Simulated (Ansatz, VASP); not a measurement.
AlN in VASP and in Ansatz

Contents of POSCAR:

```
AlN
1.0
    0.0000000000      2.1848764125      2.2067251766
    2.1848764125      0.0000000000      2.2067251766
    2.1848764125      2.1848764125      0.0000000000
Al N
1 1
Direct
    0.0000000000      0.0000000000      0.0000000000
    0.2500000000      0.2500000000      0.2500000000
```

The input INCAR.step1:

```
SYSTEM = AlN
ALGO = Normal
EDIFF = 1E-5
ENCUT = 520
GGA = PE
ISIF = 2
ISMEAR = 0
LASPH = .TRUE.
LCHARG = .FALSE.
LREAL = .FALSE.
LWAVE = .TRUE.
NBANDS = 11
NELM = 60
PREC = Accurate
SIGMA = 0.01
```

File INCAR.step2:

```
SYSTEM = AlN
ALGO = Normal
EDIFF = 1E-7
ENCUT = 520
GGA = PE
HFSCREEN = 0.2079
ISIF = 2
ISMEAR = 0
ISTART = 1
LASPH = .TRUE.
LCHARG = .FALSE.
LHFCALC = .TRUE.
LREAL = .FALSE.
LWAVE = .FALSE.
NBANDS = 11
NELM = 60
PREC = Accurate
PRECFOCK = Normal
SIGMA = 0.01
```

KPOINTS

```
k-points
0
G
  8 8 8
  0 0 0
```

Input for Ansatz:

```yaml
crystal:
  lattice:
    - [0.0, 2.1848764125, 2.2067251766]
    - [2.1848764125, 0.0, 2.2067251766]
    - [2.1848764125, 2.1848764125, 0.0]
  atoms:
    - { symbol: Al, position: [0.0, 0.0, 0.0] }
    - { symbol: "N", position: [0.25, 0.25, 0.25] }
kpoints:
  mp_grid: { grid: [8, 8, 8] }
  band_path:
    path:
      - [0.0, 0.0, 0.0]
      - [-0.5, -0.5, 0.0]
      - [-0.375, -0.375, 0.25]
      - [-0.375, 0.0, 0.375]
      - [0.0, 0.0, 0.5]
      - [-0.5, -0.25, 0.25]
      - [0.049479, 0.049479, 0.098958]
      - [0.0, 0.5, 0.5]
    npoints: 1
hamiltonian:
  xc: hse06
scf:
  occupations: { method: fixed }
  n_extra_bands: 4
output:
  forces: true
  stress: true
  eigenvalues: true
  write_density: true
  write_potential: true
  elf: true
  volumetric_format: npy
```

Change from the starting cell: uniaxial_z strain +1.0%.

Alike in both runs: task single point; functional HSE06; k mesh 8 × 8 × 8; no spin polarisation.

|  | VASP | Ansatz |
| --- | --- | --- |
| version | VASP 6.6.1 | Ansatz 0.2.0 |
| potentials or method | VASP PAW PBE potentials, release 64 (Al, N) | plane waves, PAW |
| plane-wave cutoff (eV) | 520 | 420 |
| occupations | gaussian, width 0.01 eV | fixed |
| valence electrons in the cell | 8 | 8 |

```csv
,VASP,Ansatz,Ansatz less VASP
gap on the k mesh at the Fermi level (eV),4.51,4.51,0.000
pressure (GPa),-2.9,-2.7,+0.16
"traceless stress, the component that is largest in VASP (GPa)",-0.99,-0.98,+0.007
```

Ansatz's warnings: stress exchange threshold loose, stress scf threshold loose.
